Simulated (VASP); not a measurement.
## Al2GaP3: relaxation of cell and atoms with PBE

Al2GaP3:

```
Al Ga P
1.0
     3.72140    0.00000    0.00000
    -1.86070    3.22283    0.00000
     0.00000    0.00000   18.32472
Al Ga P
4 2 6
Direct
  0.33333 0.66667 0.00002
  0.33333 0.66667 0.66669
  0.66667 0.33333 0.16669
  0.66667 0.33333 0.50002
  0.33333 0.66667 0.33336
  0.66667 0.33333 0.83336
  0.33333 0.66667 0.12498
  0.33333 0.66667 0.45831
  0.33333 0.66667 0.79164
  0.66667 0.33333 0.29164
  0.66667 0.33333 0.62498
  0.66667 0.33333 0.95831
```

```json
{
 "Program": "VASP 6.6.1",
 "Task": "relaxation of cell and atoms",
 "Functional": "PBE",
 "Potentials or basis": "VASP PAW PBE potentials, release 64 (Al, Ga_d, P)",
 "Cutoff": "600 eV",
 "k mesh": "6 × 6 × 1",
 "Occupations": "gaussian, width 0.1 eV",
 "Spin": "no spin polarisation",
 "Dipole correction": "no",
 "Further INCAR settings": "ALGO = Normal; EDIFF = 1e-07; IBRION = 2; EDIFFG = -0.04; NSW = 90; ISIF = 3"
}
```

| Item | Value |
| --- | --- |
| Relaxed volume | 20.83 Å³/atom |
| Relaxed cell | a = 3.883 Å, b = 3.883 Å, c = 19.148 Å, α = 90.00°, β = 90.00°, γ = 120.00° |
| Space group after relaxing (to 0.1 Å) | P6_3mc (No. 186) |
| Energy gained by relaxing | 99.3 meV/atom |
| Ionic steps | 5 |
| Pressure after relaxing | 0.2 GPa |
| Largest force after relaxing | 0.027 eV/Å |
| Band gap on the k mesh | 1.52 eV (least direct gap 1.85 eV) |

Forces on the atoms (eV/Å):
```
Al   0.000  0.000  0.005
Al   0.000  0.000 -0.020
Al   0.000  0.000 -0.020
Al   0.000  0.000  0.005
Ga   0.000  0.000  0.021
Ga   0.000  0.000  0.021
P    0.000  0.000 -0.012
P    0.000  0.000  0.027
P    0.000  0.000 -0.021
P    0.000  0.000 -0.021
P    0.000  0.000 -0.012
P    0.000  0.000  0.027
```

The path:
```csv
step,energy change (eV),largest force (eV/Å),pressure (GPa),volume (Å³)
1,0.0000,0.0880,13.92,219.78
2,-0.7042,0.1188,-6.03,274.36
3,-1.1915,0.0680,-0.04,250.63
4,-1.1913,0.0664,0.17,249.99
5,-1.1919,0.0267,0.16,250.00
```

Final structure:
```
Al Ga P
1.0
     3.88275    0.00000    0.00000
    -1.94137    3.36256    0.00000
     0.00000    0.00000   19.14848
Al Ga P
4 2 6
Cartesian
  0.0000 2.2417 19.1479
  0.0000 2.2417 12.7652
  1.9414 1.1209 3.1909
  1.9414 1.1209 9.5736
  0.0000 2.2417 6.3871
  1.9414 1.1209 15.9614
  0.0000 2.2417 2.3927
  0.0000 2.2417 8.7785
  0.0000 2.2417 15.1547
  1.9414 1.1209 5.5805
  1.9414 1.1209 11.9670
  1.9414 1.1209 18.3528
```

Levels at points of the mesh, in eV from the valence-band top:
```tsv
k point	band 32	band 33	band 34	band 35	band 36	band 37
(0.00, 0.00, 0.00)	-0.16	0.00	0.00	1.85	1.87	2.56
(0.50, 0.00, 0.00)	-1.45	-1.37	-0.97	1.52	1.90	2.05
```

Run time: 3.9 min on 1 thread of AMD EPYC 9R45 96-Core Processor (Zen 5), on a shared host, peak memory 0.39 GiB.

Caveat: an odd mesh through Γ misses points on the zone boundary, where band edges can lie.
